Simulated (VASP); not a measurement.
# GaP (F-43m) in VASP: dielectric tensor with r2SCAN

Aim: the dielectric tensor of GaP with r2SCAN.

Program: VASP 6.6.1. These are calculated values, not measurements. Logs are shortened: lines on timing, memory, paths and dates and some standing lists are left out, and cuts for length are marked.

### Step 1. The cell of the first run

It takes space group F-43m (No. 216, cubic). The conventional cell has a = 5.451 Å, b = 5.451 Å, c = 5.451 Å, α = 90.00°, β = 90.00°, γ = 90.00°. Within 3.1 Å of Ga (site symmetry -43m) lie 4 P at 2.36 Å. Within 3.1 Å of P (site symmetry -43m) lie 4 Ga at 2.36 Å.

### Step 2. Dielectric tensor, r2SCAN

The input, INCAR:

```
PREC = Accurate
ENCUT = 520
EDIFF = 1E-8
ISMEAR = 0
SIGMA = 0.01
LREAL = F
LASPH = T
NELM = 80
ALGO = Normal
ISIF = 2
LWAVE = F
LCHARG = F
METAGGA = R2SCAN
LMIXTAU = T
LCALCEPS = T
```

The input, KPOINTS:

```
Automatic mesh
0
Gamma
  6 6 6
```

The input, POSCAR:

```
GaP
1.0
    0.0000000000      2.7253992947      2.7253992947
    2.7253992947      0.0000000000      2.7253992947
    2.7253992947      2.7253992947      0.0000000000
Ga P
1 1
Direct
    0.0000000000      0.0000000000      0.0000000000
    0.2500000000      0.2500000000      0.2500000000
```

Potentials or basis: VASP PAW PBE potentials, release 64 (Ga_d, P).

On the command line:

```console
$ cat potpaw_PBE.64/Ga_d/POTCAR potpaw_PBE.64/P/POTCAR > POTCAR
$ mpirun -np 1 vasp_std > vasp.out
```

OUTCAR:

```text
PREC = Accurate
   ENCUT = 520
   EDIFF = 1E-8
   ISMEAR = 0
   LREAL = F
   LASPH = T
   NELM = 80
   ISIF = 2
   METAGGA = R2SCAN

 ion  position               nearest neighbor table
   1  0.000  0.000  0.000-   2 2.36   2 2.36   2 2.36   2 2.36
   2  0.250  0.250  0.250-   1 2.36   1 2.36   1 2.36   1 2.36

  LATTYP: Found a face centered cubic cell.
 ALAT       =     5.4507985894

  Lattice vectors:

 A1 = (   0.0000000000,   2.7253992947,   2.7253992947)
 A2 = (   2.7253992947,   0.0000000000,   2.7253992947)
 A3 = (   2.7253992947,   2.7253992947,   0.0000000000)

Analysis of symmetry for initial positions (statically):
=====================================================================
 Subroutine PRICEL returns:
 Original cell was already a primitive cell.

 Routine SETGRP: Setting up the symmetry group for a
 face centered cubic supercell.

 Subroutine GETGRP returns: Found 24 space group operations
 (whereof 24 operations were pure point group operations)
 out of a pool of 48 trial point group operations.

The static configuration has the point symmetry T_d .

Analysis of symmetry for dynamics (positions and initial velocities):
=====================================================================
 Subroutine PRICEL returns:
 Original cell was already a primitive cell.

 Routine SETGRP: Setting up the symmetry group for a
 face centered cubic supercell.

 Subroutine GETGRP returns: Found 24 space group operations
 (whereof 24 operations were pure point group operations)
 out of a pool of 48 trial point group operations.

The dynamic configuration has the point symmetry T_d .

 Subroutine INISYM returns: Found 24 space group operations
 (whereof 24 operations are pure point group operations),
 and found     1 'primitive' translations

----------------------------------------------------------------------------------------

                                     Primitive cell

  volume of cell :      40.4874

  direct lattice vectors                    reciprocal lattice vectors
     0.000000000  2.725399295  2.725399295    -0.183459356  0.183459356  0.183459356
     2.725399295  0.000000000  2.725399295     0.183459356 -0.183459356  0.183459356
     2.725399295  2.725399295  0.000000000     0.183459356  0.183459356 -0.183459356

  length of vectors
     3.854296645  3.854296645  3.854296645     0.317760926  0.317760926  0.317760926

  position of ions in fractional coordinates (direct lattice)
     0.000000000  0.000000000  0.000000000
     0.250000000  0.250000000  0.250000000

  ion indices of the primitive-cell ions
   primitive index   ion index
                 1           1
                 2           2

----------------------------------------------------------------------------------------

 KPOINTS: Automatic mesh

Automatic generation of k-mesh.
 Grid dimensions read from file:
 generate k-points for:    6    6    6

 Generating k-lattice:

  Cartesian coordinates                     Fractional coordinates (reciprocal lattice)
    -0.030576559  0.030576559  0.030576559     0.166666667  0.000000000  0.000000000
     0.030576559 -0.030576559  0.030576559     0.000000000  0.166666667  0.000000000
     0.030576559  0.030576559 -0.030576559     0.000000000  0.000000000  0.166666667

  Length of vectors
     0.052960154  0.052960154  0.052960154

  Shift w.r.t. Gamma in fractional coordinates (k-lattice)
     0.000000000  0.000000000  0.000000000

 Subroutine IBZKPT returns following result:
 ===========================================

 Found     16 irreducible k-points:

 Following reciprocal coordinates:
            Coordinates               Weight
  0.000000  0.000000  0.000000      1.000000
  0.166667  0.000000  0.000000      8.000000
  0.333333  0.000000  0.000000      8.000000
  0.500000  0.000000  0.000000      4.000000
  0.166667  0.166667  0.000000      6.000000
  0.333333  0.166667  0.000000     24.000000
[... 8 lines left out ...]
 -0.333333  0.333333  0.166667     24.000000
 -0.333333  0.500000  0.166667     12.000000
   k-points           NKPTS =     16   k-points in BZ     NKDIM =     16   number of bands    NBANDS=     13
   number of dos      NEDOS =    301   number of ions     NIONS =      2
   total plane-waves  NPLWV =  27000
   dimension x,y,z NGX =    30 NGY =   30 NGZ =   30
   dimension x,y,z NGXF=    60 NGYF=   60 NGZF=   60
   ions per type =               1   1
   NGX,Y,Z   is equivalent  to a cutoff of  12.94, 12.94, 12.94 a.u.
   NGXF,Y,Z  is equivalent  to a cutoff of  25.88, 25.88, 25.88 a.u.
 SYSTEM =  unknown system
   PREC   = accura    normal or accurate (medium, high low for compatibility)
   ISTART =      0    job   : 0-new  1-cont  2-samecut
   ICHARG =      2    charge: 1-file 2-atom 10-const
   ISPIN  =      1    spin polarized calculation?
   LNONCOLLINEAR =      F non collinear calculations
   LSORBIT =      F    spin-orbit coupling
   LASPH  =      T    aspherical Exc in radial PAW
   ENCUT  =  520.0 eV  38.22 Ry    6.18 a.u.   7.17  7.17  7.17*2*pi/ulx,y,z
   NELM   =     80;   NELMIN=  2; NELMDL= -5     # of ELM steps
   EDIFF  = 0.1E-07   stopping-criterion for ELM
   LREAL  =      F    real-space projection
   EDIFFG = 0.1E-06   stopping-criterion for IOM
   NSW    =      0    number of steps for IOM
   IBRION =     -1    ionic relax: 0-MD 1-quasi-New 2-CG
   NFREE  =      0    steps in history (QN), initial steepest desc. (CG)
   ISIF   =      2    stress and relaxation
   ISYM   =      2    0-nonsym 1-usesym 2-fastsym
   POTIM  = 0.5000    time-step for ionic-motion
   TEBEG  =    0.0;   TEEND  =   0.0 temperature during run
   PSTRESS=    0.0 pullay stress
   NELECT =      18.0000    total number of electrons
   NUPDOWN=      -1.0000    fix difference up-down
   EMIN   =  10.00;   EMAX   =-10.00  energy-range for DOS
   EFERMI =   0.00;   METHOD = LEGACY
   ISMEAR =     0;   SIGMA  =   0.01  broadening in eV -4-tet -1-fermi 0-gaus
   EFERMI_NEDOS =   21; number of points for ismear=-14 and -15
   IALGO  =     38    algorithm
   IMIX   =      4    mixing-type and parameters
     AMIX     =   0.40;   BMIX     =  1.00
     AMIX_MAG =   1.60;   BMIX_MAG =  1.00
  volume/ion in A,a.u.               =      20.24       136.61
  Fermi-wavevector in a.u.,A,eV,Ry     =   1.249469  2.361154 21.241049  1.561173
  Thomas-Fermi vector in A             =   2.383508
   LORBIT       =      0    0 simple, 1 ext, 2 COOP (PROOUT), +10 PAW based schemes
   METAGGA = R2SCAN    functional components
   LHFCALC =     F    Hartree Fock is set to
   AEXX    =    0.0000 exact exchange contribution
   IVDW    =     0    specifies the selected vdW correction
   LEPSILON=     F    determine dielectric tensor
   LRPA    =     F    only Hartree local field effects (RPA)
   LRPA       =     F
 non-spin polarized calculation
 Gauss-broadening in eV      SIGMA  =   0.01
  energy-cutoff  :      520.00
  volume of cell :       40.49
 maximum number of plane-waves:      1113
 NGX is ok and might be reduce to    30
   NGX = 15   NGY = 15   NGZ = 15

 number of electron      17.9999989 magnetization

 Free energy of the ion-electron system (eV)
  ---------------------------------------------------
  ext. energy  EPLUGINS =         0.00000000
  ---------------------------------------------------
  free energy    TOTEN  =       -21.45121473 eV

  energy without entropy =      -21.45121473  energy(sigma->0) =      -21.45121473

 E-fermi :   4.5150     XC(G=0): -10.5460

 val. band max:        4.4658755418   @ k =   0.0000   0.0000   0.0000
 cond. band min:   10000.0000000000   @ k =   0.0000   0.0000   0.0000
 fundamental gap:   9995.5341244582
 Fermi energy:         4.5150338322

 k-point     1 :       0.0000    0.0000    0.0000
  band No.  band energies     occupation
      1     -10.5301      2.00000
      2     -10.5294      2.00000
      3     -10.5287      2.00000
      4     -10.4158      2.00000
      5     -10.4158      2.00000
      6      -8.5550      2.00000
      7       4.4655      2.00000
      8       4.4658      2.00000
      9       4.4659      2.00000
     10   10000.0000      0.00000
     11   10000.0000      0.00000
     12   10000.0000      0.00000
     13   10000.0000      0.00000
[... 354 lines left out ...]
  band No.  band energies     occupation
      1     -10.6062      2.00000
      2     -10.5000      2.00000
      3     -10.4967      2.00000
      4     -10.4275      2.00000
      5     -10.4055      2.00000
      6      -7.2574      2.00000
      7      -0.0842      2.00000
      8       2.6251      2.00000
      9       2.8429      2.00000
     10   10000.0000      0.00000
     11   10000.0000      0.00000
     12   10000.0000      0.00000
     13   10000.0000      0.00000

 [... further k-points ...]

------------------------ aborting loop because EDIFF is reached ----------------------------------------

            Ionic dipole moment: p[ion]=(     6.81350     6.81350     6.81350 ) |e| Angst

 Total electronic dipole moment: p[elc]=(     0.01184     0.01184     0.02975 ) |e| Angst

 MACROSCOPIC STATIC DIELECTRIC TENSOR (including local field effects)
 ------------------------------------------------------
           9.018441     0.000000    -0.000000
          -0.000000     9.018441    -0.000000
           0.000000     0.000000     9.018441
 ------------------------------------------------------

 PIEZOELECTRIC TENSOR (including local field effects) (e Angst)
          XX          YY          ZZ          XY          YZ          ZX
  --------------------------------------------------------------------------------
  x     0.00000    -0.00000    -0.00000     0.00000    -1.99613     0.00000
  y     0.00000    -0.00000     0.00000     0.00000    -0.00000    -1.99613
  z     0.00000     0.00000     0.00000    -1.99613    -0.00000     0.00000

 PIEZOELECTRIC TENSOR (including local field effects) (C/m^2)
          XX          YY          ZZ          XY          YZ          ZX
  --------------------------------------------------------------------------------
  x     0.00000    -0.00000    -0.00000     0.00000    -0.78991     0.00000
  y     0.00000    -0.00000     0.00000     0.00000    -0.00000    -0.78991
  z     0.00000     0.00000     0.00000    -0.78991    -0.00000     0.00000

 BORN EFFECTIVE CHARGES (including local field effects) (in |e|, cummulative output)
 ---------------------------------------------------------------------------------
 ion    1
    1     2.15993     0.00000    -0.00000
    2     0.00000     2.15993     0.00000
    3     0.00000    -0.00000     2.15993
 ion    2
    1    -2.15993    -0.00000     0.00000
    2     0.00000    -2.15993     0.00000
    3    -0.00000     0.00000    -2.15993

  FORCE on cell =-STRESS in cart. coord.  units (eV):
  Direction    XX          YY          ZZ          XY          YZ          ZX
  --------------------------------------------------------------------------------------
  -------------------------------------------------------------------------------------
  Total       -0.0009432     -0.0009432     -0.0009432      0.0000000     -0.0000000      0.0000000
  in kB       -0.0373249     -0.0373249     -0.0373249      0.0000000     -0.0000000      0.0000000
  external PRESSURE =      -0.0373249 kB  Pullay stress =       0.0000000 kB

 VOLUME and BASIS-vectors are now :
 -----------------------------------------------------------------------------
  energy-cutoff  :      520.00
  volume of cell :       40.49
      direct lattice vectors                 reciprocal lattice vectors
     0.000000000  2.725399295  2.725399295    -0.183459356  0.183459356  0.183459356
     2.725399295  0.000000000  2.725399295     0.183459356 -0.183459356  0.183459356
     2.725399295  2.725399295  0.000000000     0.183459356  0.183459356 -0.183459356

 POSITION                                       TOTAL-FORCE (eV/Angst)
 -----------------------------------------------------------------------------------
      0.00000      0.00000      0.00000        -0.000000     -0.000000     -0.000000
      1.36270      1.36270      1.36270         0.000000      0.000000      0.000000
 -----------------------------------------------------------------------------------
    total drift:                                0.000010      0.000010      0.000010

  FREE ENERGIE OF THE ION-ELECTRON SYSTEM (eV)
  ---------------------------------------------------
  free  energy   TOTEN  =       -21.4512147299 eV

  energy  without entropy=      -21.4512147299  energy(sigma->0) =      -21.45121473
```

It took 48 min on 1 thread of Intel Xeon 8259CL, shared host; peak memory 0.31 GiB.

What came out:

| Item | Value |
| --- | --- |
| Band gap on the k mesh | 1.91 eV (least direct gap 2.34 eV) |
| Electronic dielectric tensor (diagonal) | 9.02 |
| Born charges (mean of the diagonal) | Ga +2.16; P -2.16 e |

Levels at points of the mesh, in eV from the valence-band top:
```
           k point  band 6  band 7  band 8  band 9  band 10  band 11  band 12  band 13
(0.00, 0.00, 0.00)  -13.02    0.00    0.00    0.00     2.34     4.19     4.19     4.19
(0.50, 0.00, 0.00)  -10.86   -6.85   -1.17   -1.17     2.04     5.05     5.05     8.83
(0.50, 0.50, 0.00)   -9.92   -6.96   -2.80   -2.80     1.91     2.10    11.35    11.35
```

Electronic dielectric tensor:
```
9.02 0.00 0.00
0.00 9.02 0.00
0.00 0.00 9.02
```

Born effective charge tensors (e):
atom 1, Ga
```
2.16 0.00 0.00
0.00 2.16 0.00
0.00 0.00 2.16
```
atom 2, P
```
-2.16  0.00  0.00
 0.00 -2.16  0.00
 0.00  0.00 -2.16
```

Dipole moments of the cell (e·Å, modulo the quantum): ionic 6.814, 6.814, 6.814; electronic 0.012, 0.012, 0.030

Caveat: the PAW data sets were made with another functional, which shifts forces and pressure a little.
